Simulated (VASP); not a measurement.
# KBr (Pm-3m) in VASP: notebook, part 2 of 2

VASP 6.6.1.

### 4 Single point, r2SCAN

File POSCAR:

```
KBr
1.0
    3.9763217797      0.0000000000      0.0000000000
    0.0000000000      3.9763217797      0.0000000000
    0.0000000000      0.0000000000      3.9763217797
K Br
1 1
Direct
    0.0000000000      0.0000000000      0.0000000000
    0.5000000000      0.5000000000      0.5000000000
```

File INCAR.step1:

```
SYSTEM = KBr
ALGO     = Normal         ! electronic algorithm
EDIFF    = 1E-4           ! SCF threshold, eV
ENCUT    = 520            ! plane-wave cutoff, eV
GGA      = PE             ! functional
ISMEAR   = -1             ! smearing method
LASPH    = .True.         ! aspherical terms in the spheres
LCHARG   = .False.        ! write CHGCAR
LREAL    = .False.        ! projectors in reciprocal space
LWAVE    = .True.         ! write WAVECAR
NBANDS   = 15             ! bands
NELM     = 80             ! most SCF steps
PREC     = Accurate       ! precision mode
SIGMA    = 0.001          ! smearing width, eV
```

File INCAR.step2:

```
SYSTEM = KBr
ALGO     = Normal         ! electronic algorithm
EDIFF    = 1E-7           ! SCF threshold, eV
ENCUT    = 520            ! plane-wave cutoff, eV
ISIF     = 2              ! what is computed and relaxed
ISMEAR   = -1             ! smearing method
ISTART   = 1            
LASPH    = .True.         ! aspherical terms in the spheres
LCHARG   = .True.         ! write CHGCAR
LELF     = .True.         ! ELF
LMIXTAU  = .True.       
LREAL    = .False.        ! projectors in reciprocal space
LVHAR    = .True.       
LWAVE    = .False.        ! write WAVECAR
METAGGA  = R2SCAN         ! meta-GGA
NBANDS   = 15             ! bands
NELM     = 80             ! most SCF steps
PREC     = Accurate       ! precision mode
SIGMA    = 0.001          ! smearing width, eV
```

File KPOINTS:

```
k-points
0
Gamma
  4 4 4
  0 0 0
```

Potentials or basis: VASP PAW PBE potentials, release 64 (K_sv, Br).

Run with:

```
$ cat potpaw_PBE.64/K_sv/POTCAR potpaw_PBE.64/Br/POTCAR > POTCAR
$ cp INCAR.step1 INCAR
$ mpirun -np 1 vasp_std > vasp.out
$ cp INCAR.step2 INCAR
$ mpirun -np 1 vasp_std > vasp.out
```

OUTCAR:

```text
SYSTEM = KBr
   EDIFF = 1E-7
   ENCUT = 520
   ISIF = 2
   ISMEAR = -1
   ISTART = 1
   LASPH = .True.
   LREAL = .False.
   METAGGA = R2SCAN
   NELM = 80
   PREC = Accurate

 ion  position               nearest neighbor table
   1  0.000  0.000  0.000-
   2  0.500  0.500  0.500-

  LATTYP: Found a simple cubic cell.
 ALAT       =     3.9763217797

  Lattice vectors:

[... 347 lines left out ...]
     14       9.5232      0.00000
     15      11.2169      0.00000

------------------------ aborting loop because EDIFF is reached ----------------------------------------

  FORCE on cell =-STRESS in cart. coord.  units (eV):
  Direction    XX          YY          ZZ          XY          YZ          ZX
  --------------------------------------------------------------------------------------
  -------------------------------------------------------------------------------------
  Total        0.0086544      0.0086544      0.0086544      0.0000000     -0.0000000      0.0000000
  in kB        0.2205474      0.2205474      0.2205474      0.0000000     -0.0000000      0.0000000
  external PRESSURE =       0.2205474 kB  Pullay stress =       0.0000000 kB

 VOLUME and BASIS-vectors are now :
 -----------------------------------------------------------------------------
  energy-cutoff  :      520.00
  volume of cell :       62.87
      direct lattice vectors                 reciprocal lattice vectors
     3.976321780  0.000000000  0.000000000     0.251488701  0.000000000  0.000000000
     0.000000000  3.976321780  0.000000000     0.000000000  0.251488701  0.000000000
     0.000000000  0.000000000  3.976321780     0.000000000  0.000000000  0.251488701

 POSITION                                       TOTAL-FORCE (eV/Angst)
 -----------------------------------------------------------------------------------
      0.00000      0.00000      0.00000         0.000000      0.000000      0.000000
      1.98816      1.98816      1.98816         0.000000      0.000000      0.000000
 -----------------------------------------------------------------------------------
    total drift:                                0.000000      0.000000     -0.000000

  FREE ENERGIE OF THE ION-ELECTRON SYSTEM (eV)
  ---------------------------------------------------
  free  energy   TOTEN  =       -23.1398231069 eV

  energy  without entropy=      -23.1398231069  energy(sigma->0) =      -23.13982311
```

OSZICAR.step1:

```text
N       E                     dE             d eps       ncg     rms          rms(c)
DAV:   1     0.944054496154E+02    0.94405E+02   -0.70036E+03   300   0.954E+02
DAV:   2    -0.101029906317E+01   -0.95416E+02   -0.89446E+02   398   0.228E+02
DAV:   3    -0.608034496270E+01   -0.50700E+01   -0.50477E+01   412   0.462E+01
DAV:   4    -0.625793747224E+01   -0.17759E+00   -0.17758E+00   437   0.742E+00
DAV:   5    -0.625938571100E+01   -0.14482E-02   -0.14482E-02   426   0.766E-01    0.280E+00
DAV:   6    -0.609013293888E+01    0.16925E+00   -0.14635E-01   363   0.223E+00    0.209E+00
DAV:   7    -0.606192806858E+01    0.28205E-01   -0.87994E-02   377   0.191E+00    0.983E-01
DAV:   8    -0.606477442162E+01   -0.28464E-02   -0.13608E-02   345   0.841E-01    0.100E-01
DAV:   9    -0.606499672641E+01   -0.22230E-03   -0.42873E-04   413   0.164E-01    0.780E-02
DAV:  10    -0.606513603308E+01   -0.13931E-03   -0.17888E-04   298   0.942E-02    0.127E-02
DAV:  11    -0.606513904056E+01   -0.30075E-05   -0.99320E-06   248   0.232E-02
   1 F= -.60651390E+01 E0= -.60651390E+01  d E =0.000000E+00
```

Wall time 63 s (1 thread of Intel Xeon Platinum 8375C at 2.90GHz (Ice Lake), shared host); peak memory 0.17 GiB.

Results:

```yaml
Free_energy: -23.1398 eV
Pressure: 0.0 GPa
Band_gap_on_the_k_mesh: 4.77 eV (least direct gap 5.05 eV)
```

Levels at points of the mesh, in eV from the valence-band top:
| k point | band 6 | band 7 | band 8 | band 9 | band 10 | band 11 |
| --- | --- | --- | --- | --- | --- | --- |
| (0.00, 0.00, 0.00) | -0.28 | -0.28 | -0.28 | 4.77 | 6.35 | 6.35 |
| (0.50, 0.00, 0.00) | -2.09 | -0.26 | -0.26 | 7.40 | 7.77 | 8.67 |
| (0.50, 0.50, 0.00) | -1.50 | -1.50 | 0.00 | 5.84 | 7.26 | 8.79 |
| (0.50, 0.50, 0.50) | -1.56 | -1.56 | -1.56 | 8.14 | 8.14 | 8.14 |

Caveat: the structure was generated, so it needn't be the stable form of KBr; the PAW data sets were made with another functional, which shifts forces and pressure a little. A k mesh can miss the band edges.

### 5 Single point, r2SCAN

POSCAR is that of step 4.

File INCAR.step1:

```
PREC = Accurate ; ENCUT = 520
ISMEAR = 1 ; SIGMA = 0.001
LREAL = F ; LASPH = T
NELM = 100 ; NBANDS = 15
GGA = PE ; ALGO = Normal
EDIFF = 1E-4 ; LWAVE = T
LCHARG = F
```

File INCAR.step2:

```
PREC = Accurate ; ENCUT = 520
EDIFF = 1E-6 ; ISMEAR = 1
SIGMA = 0.001 ; LREAL = F
LASPH = T ; NELM = 100
ALGO = Normal ; ISIF = 2
LWAVE = F ; LCHARG = F
METAGGA = R2SCAN ; LMIXTAU = T
NBANDS = 15 ; ISTART = 1
```

File KPOINTS:

```
Automatic mesh
0
Gamma
  4 4 4
```

Run with:

```
$ cat potpaw_PBE.64/K_sv/POTCAR potpaw_PBE.64/Br/POTCAR > POTCAR
$ cp INCAR.step1 INCAR
$ mpirun -np 1 vasp_std > vasp.out
$ cp INCAR.step2 INCAR
$ mpirun -np 1 vasp_std > vasp.out
```

Wall time 64 s (1 thread of Intel Xeon Platinum 8375C at 2.90GHz (Ice Lake), shared host); peak memory 0.17 GiB.

It converged, with:

```yaml
Free_energy: -23.1398 eV
Pressure: 0.0 GPa
Band_gap_on_the_k_mesh: 4.77 eV (least direct gap 5.05 eV)
```

Levels at points of the mesh, in eV from the valence-band top:
```
           k point  band 6  band 7  band 8  band 9  band 10  band 11
(0.00, 0.00, 0.00)   -0.28   -0.28   -0.28    4.77     6.35     6.35
(0.50, 0.00, 0.00)   -2.09   -0.26   -0.26    7.40     7.77     8.67
(0.50, 0.50, 0.00)   -1.50   -1.50    0.00    5.84     7.26     8.79
(0.50, 0.50, 0.50)   -1.56   -1.56   -1.56    8.14     8.14     8.14
```

Caveat: the structure was generated, so it needn't be the stable form of KBr; the PAW data sets were made with another functional, which shifts forces and pressure a little. A k mesh can miss the band edges.

### 6 Single point, HSE06

POSCAR is that of step 5.

File INCAR.step1:

```
PREC = Accurate
ENCUT = 520
EDIFF = 1E-5
ISMEAR = 0
SIGMA = 0.01
LREAL = False
LASPH = True
NELM = 80
ALGO = Normal
ISIF = 2
LWAVE = True
NBANDS = 15
GGA = PE
```

File INCAR.step2:

```
PREC = Accurate
ENCUT = 520
EDIFF = 1E-7
ISMEAR = 0
SIGMA = 0.01
LREAL = False
LASPH = True
NELM = 80
ALGO = Normal
ISIF = 2
LWAVE = False
LCHARG = True
GGA = PE
LHFCALC = True
HFSCREEN = 0.2079
PRECFOCK = Normal
LELF = True
LVHAR = True
NBANDS = 15
ISTART = 1
```

File KPOINTS:

```
regular mesh
0
Gamma
  4 4 4
```

Potentials or basis: VASP PAW PBE potentials, release 64 (K_sv, Br).

Run with:

```
$ cat potpaw_PBE.64/K_sv/POTCAR potpaw_PBE.64/Br/POTCAR > POTCAR
$ cp INCAR.step1 INCAR
$ mpirun -np 1 vasp_std > vasp.out
$ cp INCAR.step2 INCAR
$ mpirun -np 1 vasp_std > vasp.out
```

Run time: 9.8 min. Hardware: 1 thread of Intel Xeon Platinum 8375C at 2.90GHz (Ice Lake), shared host; peak memory 0.28 GiB.

The run converged. Its results:

- Free energy: -7.0231 eV
- Pressure: 0.5 GPa
- Band gap on the k mesh: 5.19 eV (least direct gap 5.49 eV)

Levels at points of the mesh, in eV from the valence-band top:
```tsv
k point	band 6	band 7	band 8	band 9	band 10	band 11
(0.00, 0.00, 0.00)	-0.30	-0.30	-0.30	5.19	7.04	7.04
(0.50, 0.00, 0.00)	-2.22	-0.27	-0.27	7.89	8.61	9.30
(0.50, 0.50, 0.00)	-1.60	-1.60	0.00	6.42	7.87	9.54
(0.50, 0.50, 0.50)	-1.65	-1.65	-1.65	8.71	8.71	8.71
```

Caveat: the structure was generated, so it needn't be the stable form of KBr; the PAW data sets were made with another functional, which shifts forces and pressure a little. A k mesh can miss the band edges.

### 7 Overview

| level | k mesh | smearing | grid for exact exchange (PRECFOCK) | share of exact exchange | screening parameter | gap on the mesh (eV) | pressure (GPa) |
| --- | --- | --- | --- | --- | --- | --- | --- |
| r2SCAN | 2 × 2 × 2 | gaussian 0.01 eV | - | - | - | 4.66 | 1.6 |
| r2SCAN | 4 × 4 × 4 | gaussian 0.01 eV | - | - | - | 4.77 | 0.0 |
| r2SCAN | 4 × 4 × 4 | fermi-dirac 0.001 eV | - | - | - | 4.77 | 0.0 |
| r2SCAN | 4 × 4 × 4 | methfessel-paxton 0.001 eV | - | - | - | 4.77 | 0.0 |
| HSE06 | 4 × 4 × 4 | gaussian 0.01 eV | Normal | 0.25 | 0.2079 1/Å | 5.19 | 0.5 |

Alike in all rows: task single point; potentials or basis VASP PAW PBE potentials, release 64 (K_sv, Br); no spin polarisation; cell as given; cutoff (eV) 520.

Caveats: some runs use coarse meshes; the structure was generated, so it needn't be the stable form of KBr; the PAW data sets were made with another functional, which shifts forces and pressure a little.

Total energies depend on the potentials used, so only differences within one code and one set of settings carry meaning.
